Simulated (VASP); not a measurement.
# CuGe (Cmcm) in VASP: a series of runs, part 2 of 3

VASP 6.6.1. Earlier steps stand in the parts before.

### 5 Relaxation of cell and atoms, PBE

This run uses another cell than the first one, of 17.77 Å³/atom, 1.124 times its volume.

File INCAR:

```
ALGO = Normal
EDIFF = 1E-6
EDIFFG = -0.04
ENCUT = 600
GGA = PE
IBRION = 2
ISIF = 3
ISMEAR = 0
LASPH = True
LCHARG = False
LREAL = False
LWAVE = False
NELM = 80
NSW = 90
PREC = Accurate
SIGMA = 0.1
```

File KPOINTS:

```
k-points
0
Gamma
  4 4 6
```

File POSCAR:

```
CuGe
1.0
    2.0698345305     -4.8679441736      0.0000000000
    2.0698345305      4.8679441736      0.0000000000
    0.0000000000      0.0000000000      3.5263847557
Cu Ge
2 2
Direct
    0.6400000000      0.3600000000      0.2500000000
    0.3600000000      0.6400000000      0.7500000000
    0.9300000000      0.0700000000      0.2500000000
    0.0700000000      0.9300000000      0.7500000000
```

Potentials or basis: VASP PAW PBE potentials, release 64 (Cu, Ge_d).

Launch:

```
$ cat potpaw_PBE.64/Cu/POTCAR potpaw_PBE.64/Ge_d/POTCAR > POTCAR
$ mpirun -np 1 vasp_std > vasp.out
```

OUTCAR:

```text
EDIFF = 1E-6
   EDIFFG = -0.04
   ENCUT = 600
   GGA = PE
   IBRION = 2
   ISIF = 3
   ISMEAR = 0
   LASPH = True
   LREAL = False
   NELM = 80
   NSW = 90
   PREC = Accurate

 ion  position               nearest neighbor table
   1  0.640  0.360  0.250-   4 2.80   4 2.80   4 2.80   4 2.80   3 2.82
   2  0.360  0.640  0.750-   3 2.80   3 2.80   3 2.80   3 2.80   4 2.82
   3  0.930  0.070  0.250-   4 2.23   4 2.23   2 2.80   2 2.80   2 2.80   2 2.80   1 2.82
   4  0.070  0.930  0.750-   3 2.23   3 2.23   1 2.80   1 2.80   1 2.80   1 2.80   2 2.82

  LATTYP: Found a base centered orthorhombic cell.
 ALAT       =     4.1396690610
 B/A-ratio  =     2.3518518519
 C/A-ratio  =     0.8518518519

  Lattice vectors:

 A1 = (   2.0698345305,  -4.8679441736,   0.0000000000)
 A2 = (   2.0698345305,   4.8679441736,   0.0000000000)
 A3 = (   0.0000000000,   0.0000000000,   3.5263847557)

Analysis of symmetry for initial positions (statically):
=====================================================================
 Subroutine PRICEL returns:
 Original cell was already a primitive cell.

 Routine SETGRP: Setting up the symmetry group for a
 base centered orthorhombic supercell.

 Subroutine GETGRP returns: Found  8 space group operations
 (whereof  4 operations were pure point group operations)
 out of a pool of  8 trial point group operations.

The static configuration has the point symmetry C_2h.
[... 275 lines left out ...]
  ---------------------------------------------------
  free  energy   TOTEN  =       -15.0517526511 eV

  energy  without entropy=      -15.0399778190  energy(sigma->0) =      -15.04586524

[... ionic steps 4 to 20 ...]

--------------------------------------- Ionic step       21  -------------------------------------------

 number of electron      49.9999991 magnetization

------------------------ aborting loop because EDIFF is reached ----------------------------------------
[... 71 lines left out ...]
--------------------------------------- Ionic step       23  -------------------------------------------

 number of electron      49.9999992 magnetization

 Free energy of the ion-electron system (eV)
  ---------------------------------------------------
  ext. energy  EPLUGINS =         0.00000000
  ---------------------------------------------------
  free energy    TOTEN  =       -16.00115878 eV

  energy without entropy =      -15.99944405  energy(sigma->0) =      -16.00030142

 E-fermi :   6.7457     XC(G=0): -11.6131

 val. band max:        6.5873788171   @ k =   0.5000   0.0000   0.1667
 cond. band min:       6.7461778301   @ k =  -0.2500   0.2500   0.0000
 fundamental gap:      0.1587990129
 Fermi energy:         6.7456834836

 k-point     1 :       0.0000    0.0000    0.0000
  band No.  band energies     occupation
      1     -17.8598      2.00000
      2     -17.8585      2.00000
      3     -17.8471      2.00000
      4     -17.8423      2.00000
      5     -17.8335      2.00000
      6     -17.8067      2.00000
[... 781 lines left out ...]
     29      13.4705      0.00000
     30      13.4705      0.00000

 [... further k-points ...]
[... 5 lines left out ...]
  --------------------------------------------------------------------------------------
  -------------------------------------------------------------------------------------
  Total        0.0879964      0.1204288      0.1588218      0.0000000     -0.0000000      0.0000000
  in kB        2.2285104      3.0498606      4.0221655      0.0000000     -0.0000000      0.0000000
  external PRESSURE =       3.1001788 kB  Pullay stress =       0.0000000 kB
[... 19 lines left out ...]
  FREE ENERGIE OF THE ION-ELECTRON SYSTEM (eV)
  ---------------------------------------------------
  free  energy   TOTEN  =       -16.0011587772 eV

  energy  without entropy=      -15.9994440547  energy(sigma->0) =      -16.00030142

 reached required accuracy - stopping structural energy minimisation
```

OSZICAR:

```text
N       E                     dE             d eps       ncg     rms          rms(c)
DAV:   1     0.457110779793E+03    0.45711E+03   -0.25622E+04  1780   0.451E+03
[... 231 lines left out ...]
       N       E                     dE             d eps       ncg     rms          rms(c)
DAV:   1    -0.160032941516E+02   -0.25892E-02   -0.13822E-01  2524   0.377E+00    0.355E-01
DAV:   2    -0.160022940576E+02    0.10001E-02   -0.13866E-02  1928   0.265E+00    0.213E-01
DAV:   3    -0.160014178709E+02    0.87619E-03   -0.37939E-03  1982   0.141E+00    0.117E-01
DAV:   4    -0.160011579282E+02    0.25994E-03   -0.54294E-04  2474   0.369E-01    0.187E-02
DAV:   5    -0.160011590382E+02   -0.11100E-05   -0.99673E-05  2118   0.135E-01    0.959E-03
DAV:   6    -0.160011587772E+02    0.26096E-06   -0.93114E-06  2094   0.497E-02
  23 F= -.16001159E+02 E0= -.16000301E+02  d E =-.454277E-03
```

Wall time 14 min (1 thread of Intel Xeon Platinum 8488C (Sapphire Rapids), shared host); peak memory 0.26 GiB.

What came out:

| Property | Result |
| --- | --- |
| Free energy | -16.0012 eV |
| Relaxed volume | 15.82 Å³/atom |
| Relaxed cell | a = 4.592 Å, b = 4.592 Å, c = 4.134 Å, α = 90.00°, β = 90.00°, γ = 133.47° |
| Space group after relaxing (to 0.05 Å) | Cmcm (No. 63) |
| Energy gained by relaxing | 508.3 meV/atom |
| Ionic steps | 23 |
| Pressure after relaxing | 0.3 GPa |
| Largest force after relaxing | 0.031 eV/Å |
| Band gap on the k mesh | zero (band 25 reaches 9.30 eV, above the bottom of band 26 at 4.62 eV) |

Forces in eV/Å, atoms in the order of the input:
```
Cu   0.000  0.031  0.000
Cu   0.000 -0.031  0.000
Ge   0.000  0.016  0.000
Ge   0.000 -0.016  0.000
```

Stress tensor (GPa, compression positive):
```
0.22 0.00 0.00
0.00 0.30 0.00
0.00 0.00 0.40
```

The path:
| step | energy change (eV) | largest force (eV/Å) | pressure (GPa) | volume (Å³) |
| --- | --- | --- | --- | --- |
| 1 | 0.0000 | 4.0798 | 2.20 | 71.06 |
| 2 | -1.0686 | 0.4357 | -7.63 | 73.30 |
| 3 | -1.0840 | 0.2605 | -7.80 | 73.48 |
| 4 | -1.4234 | 0.7968 | -0.42 | 64.61 |
| 5 | -1.4244 | 0.8774 | 0.81 | 63.92 |
| 6 | -1.5208 | 0.8118 | 1.97 | 62.96 |
| 7 | -1.6013 | 0.9693 | 8.01 | 59.96 |
| 8 | -1.6176 | 0.6102 | 5.80 | 60.89 |
| 9 | -1.6814 | 0.6442 | 4.36 | 61.80 |
| 10 | -1.7909 | 0.8214 | 0.64 | 64.52 |
| 11 | -1.8077 | 0.8898 | -0.84 | 65.84 |
| 12 | -1.8512 | 0.6712 | -1.13 | 65.85 |
| 13 | -1.9253 | 0.4381 | -1.60 | 65.86 |
| 14 | -1.9318 | 0.5391 | -1.73 | 65.86 |
| 15 | -1.9747 | 0.3846 | -0.92 | 64.95 |
| 16 | -2.0078 | 0.0190 | 1.13 | 63.27 |
| 17 | -2.0218 | 0.0712 | 0.18 | 63.85 |
| 18 | -2.0234 | 0.1042 | -0.41 | 64.15 |
| 19 | -2.0276 | 0.0705 | -0.27 | 63.96 |
| 20 | -2.0320 | 0.0361 | -0.18 | 63.41 |
| 21 | -2.0329 | 0.0405 | 0.27 | 63.17 |
| 22 | -2.0329 | 0.0412 | 0.10 | 63.18 |
| 23 | -2.0334 | 0.0309 | 0.31 | 63.26 |

Final structure:
```
Cu Ge
1.0
     1.81380   -4.21835    0.00000
     1.81380    4.21835    0.00000
     0.00000    0.00000    4.13426
Cu Ge
2 2
Cartesian
  1.8138 -0.7248 1.0336
  1.8138 0.7248 3.1007
  1.8138 -3.1794 1.0336
  1.8138 3.1794 3.1007
```

Levels at points of the mesh, in eV from the Fermi level:
```tsv
k point	band 23	band 24	band 25	band 26	band 27	band 28
(0.00, 0.00, 0.00)	-1.98	-1.75	0.82	1.19	2.76	3.23
(0.50, 0.00, 0.00)	-2.19	-1.82	1.08	1.25	2.11	2.17
(0.50, 0.50, 0.00)	-0.90	-0.77	-0.74	0.48	1.10	4.30
(0.00, 0.00, 0.50)	-0.62	-0.62	0.39	0.39	3.40	3.40
(0.50, 0.00, 0.50)	-2.46	-2.46	-1.96	-1.96	1.12	1.12
(0.50, 0.50, 0.50)	-2.21	-2.21	2.01	2.01	4.22	4.22
```

Caveat: the k points lie up to 0.47 Å⁻¹ apart in the final cell.

(Continued in part 3 of 3.)
